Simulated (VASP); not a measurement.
# As (R-3m) in VASP: further runs, part 2 of 2

VASP 6.6.1. The steps go on from the part before.

## (5) Single point, PBE

INCAR reads:

```
PREC = Accurate ; ENCUT = 500
EDIFF = 1E-6 ; ISMEAR = 1
SIGMA = 0.05 ; LREAL = F
LASPH = T ; NELM = 120
ALGO = Normal ; ISIF = 2
LWAVE = F ; LCHARG = F
GGA = PE ; NBANDS = 12
GGA_COMPAT = F
```

KPOINTS reads:

```
regular mesh
0
Gamma
  9 9 9
```

POSCAR reads:

```
As
1.0
    4.1310000000      0.0000000000      0.0000000000
    2.4183895066      3.3491122995      0.0000000000
    2.4183895066      1.2366737439      3.1124252996
As
2
Direct
    0.7740000000      0.7740000000      0.7740000000
    0.2260000000      0.2260000000      0.2260000000
```

Potentials or basis: VASP PAW PBE potentials, release 64 (As).

Run with:

```console
$ cat potpaw_PBE.64/As/POTCAR > POTCAR
$ mpirun -np 1 vasp_std > vasp.out
```

OUTCAR:

```text
PREC = Accurate
   ENCUT = 500
   EDIFF = 1E-6
   ISMEAR = 1
   LREAL = F
   LASPH = T
   NELM = 120
   ISIF = 2
   GGA = PE

 ion  position               nearest neighbor table
   1  0.774  0.774  0.774-   2 2.51   2 2.51   2 2.51
   2  0.226  0.226  0.226-   1 2.51   1 2.51   1 2.51

  LATTYP: Found a trigonal (rhomboedric) cell.
 ALAT       =     4.1310000000
 COS(alpha) =     0.5854247172

  Lattice vectors:

 A1 = (   4.1310000000,   0.0000000000,   0.0000000000)
 A2 = (   2.4183895066,   3.3491122995,   0.0000000000)
 A3 = (   2.4183895066,   1.2366737439,   3.1124252996)

Analysis of symmetry for initial positions (statically):
=====================================================================
 Subroutine PRICEL returns:
 Original cell was already a primitive cell.

 Routine SETGRP: Setting up the symmetry group for a
 trigonal (rhombohedral) supercell.

 Subroutine GETGRP returns: Found 12 space group operations
 (whereof 12 operations were pure point group operations)
 out of a pool of 12 trial point group operations.

The static configuration has the point symmetry D_3d.

Analysis of symmetry for dynamics (positions and initial velocities):
=====================================================================
 Subroutine PRICEL returns:
 Original cell was already a primitive cell.

 Routine SETGRP: Setting up the symmetry group for a
 trigonal (rhombohedral) supercell.

 Subroutine GETGRP returns: Found 12 space group operations
 (whereof 12 operations were pure point group operations)
 out of a pool of 12 trial point group operations.

The dynamic configuration has the point symmetry D_3d.

 Subroutine INISYM returns: Found 12 space group operations
 (whereof 12 operations are pure point group operations),
 and found     1 'primitive' translations

[... 120 lines left out ...]
   LHFCALC =     F    Hartree Fock is set to
   AEXX    =    0.0000 exact exchange contribution
   IVDW    =     0    specifies the selected vdW correction
   LEPSILON=     F    determine dielectric tensor
   LRPA    =     F    only Hartree local field effects (RPA)
 non-spin polarized calculation
 Methfessel and Paxton  Order N= 1 SIGMA  =   0.05
  energy-cutoff  :      500.00
  volume of cell :       43.06
 maximum number of plane-waves:      1111
 NGX is ok and might be reduce to    30
   NGX = 15   NGY = 15   NGZ = 15

 number of electron      10.0000000 magnetization

 Free energy of the ion-electron system (eV)
  ---------------------------------------------------
  ext. energy  EPLUGINS =         0.00000000
  ---------------------------------------------------
  free energy    TOTEN  =        -9.32175773 eV

  energy without entropy =       -9.32184391  energy(sigma->0) =       -9.32178646

 E-fermi :   5.4532     XC(G=0):  -9.9643

 val. band max:        5.4164440553   @ k =   0.3333   0.2222   0.2222
 cond. band min:       5.4970609729   @ k =   0.4444   0.3333   0.3333
 fundamental gap:      0.0806169176
 Fermi energy:         5.4532368185

 k-point     1 :       0.0000    0.0000    0.0000
  band No.  band energies     occupation
      1      -9.6074      2.00000
      2      -0.3218      2.00000
      3       2.9874      2.00000
      4       3.4189      2.00000
      5       3.4189      2.00000
      6       7.0463      0.00000
      7       8.3621      0.00000
      8       8.3621      0.00000
      9      12.3444      0.00000
     10      12.3444      0.00000
     11      12.8691      0.00000
     12      14.2435      0.00000
[... 331 lines left out ...]
 k-point    24 :       0.4444    0.4444   -0.0000
  band No.  band energies     occupation
      1      -7.0237      2.00000
      2      -4.1162      2.00000
      3      -0.3659      2.00000
      4       1.3584      2.00000
      5       1.3751      2.00000
      6       6.9258      0.00000
      7      10.8570      0.00000
      8      12.2375      0.00000
      9      12.3325      0.00000
     10      15.9264      0.00000
     11      16.9109      0.00000
     12      18.2621      0.00000

 [... further k-points ...]

------------------------ aborting loop because EDIFF is reached ----------------------------------------

  FORCE on cell =-STRESS in cart. coord.  units (eV):
  Direction    XX          YY          ZZ          XY          YZ          ZX
  --------------------------------------------------------------------------------------
  -------------------------------------------------------------------------------------
  Total        1.0297167      1.1136637      1.1296953     -0.0581271     -0.0201740     -0.0394515
  in kB       38.3128525     41.4362830     42.0327763     -2.1627450     -0.7506186     -1.4678797
  external PRESSURE =      40.5939706 kB  Pullay stress =       0.0000000 kB

 VOLUME and BASIS-vectors are now :
 -----------------------------------------------------------------------------
  energy-cutoff  :      500.00
  volume of cell :       43.06
      direct lattice vectors                 reciprocal lattice vectors
     4.131000000  0.000000000  0.000000000     0.242072137 -0.174799966 -0.118638731
     2.418389507  3.349112299  0.000000000     0.000000000  0.298586584 -0.118638731
     2.418389507  1.236673744  3.112425300     0.000000000  0.000000000  0.321292852

 POSITION                                       TOTAL-FORCE (eV/Angst)
 -----------------------------------------------------------------------------------
      6.94106      3.54940      2.40902        -0.418099     -0.213800     -0.145109
      2.02672      1.03639      0.70341         0.418099      0.213800      0.145109
 -----------------------------------------------------------------------------------
    total drift:                                0.000000      0.000000      0.000000

  FREE ENERGIE OF THE ION-ELECTRON SYSTEM (eV)
  ---------------------------------------------------
  free  energy   TOTEN  =        -9.3217577322 eV

  energy  without entropy=       -9.3218439103  energy(sigma->0) =       -9.32178646
```

OSZICAR:

```text
N       E                     dE             d eps       ncg     rms          rms(c)
DAV:   1     0.282963758735E+02    0.28296E+02   -0.41322E+03  2040   0.675E+02
DAV:   2    -0.771056453860E+01   -0.36007E+02   -0.34426E+02  2760   0.108E+02
DAV:   3    -0.933200775930E+01   -0.16214E+01   -0.16113E+01  2604   0.236E+01
DAV:   4    -0.934023097172E+01   -0.82232E-02   -0.82225E-02  2260   0.190E+00
DAV:   5    -0.934025114134E+01   -0.20170E-04   -0.20170E-04  2628   0.104E-01    0.341E+00
DAV:   6    -0.932770146828E+01    0.12550E-01   -0.65779E-03  2284   0.480E-01    0.206E+00
DAV:   7    -0.932159217483E+01    0.61093E-02   -0.14313E-02  2400   0.730E-01    0.848E-02
DAV:   8    -0.932170703105E+01   -0.11486E-03   -0.58327E-04  2372   0.144E-01    0.346E-02
DAV:   9    -0.932175706255E+01   -0.50032E-04   -0.68468E-05  2456   0.515E-02    0.144E-02
DAV:  10    -0.932175773223E+01   -0.66968E-06   -0.46972E-06  2416   0.124E-02
   1 F= -.93217577E+01 E0= -.93217865E+01  d E =0.861781E-04
```

Wall time 73 s (1 thread of Intel Xeon 8259CL, shared host); peak memory 0.18 GiB.

What came out:

- Free energy: -9.3218 eV
- Pressure: 4.1 GPa
- Largest force: 0.492 eV/Å
- Band gap on the k mesh: zero (band 5 reaches 5.50 eV, above the bottom of band 6 at 5.39 eV)

Forces on the atoms (eV/Å):
```
As  -0.418 -0.214 -0.145
As   0.418  0.214  0.145
```

## (6) Overview

| k mesh | gap on the mesh (eV) | pressure (GPa) | largest force (eV/Å) |
| --- | --- | --- | --- |
| 3 × 3 × 3 | 1.33 | 4.6 | 0.13 |
| 6 × 6 × 6 | none | 3.9 | 0.39 |
| 7 × 7 × 7 | none | 3.9 | 0.45 |
| 9 × 9 × 9 | none | 4.1 | 0.49 |

Alike in all rows: task single point; level PBE; potentials or basis VASP PAW PBE potentials, release 64 (As); no spin polarisation; cell as given; cutoff (eV) 500; smearing methfessel-paxton 0.05 eV.

Caveats: some runs use coarse meshes.

Absolute energies hang on the potentials; compare differences alone.
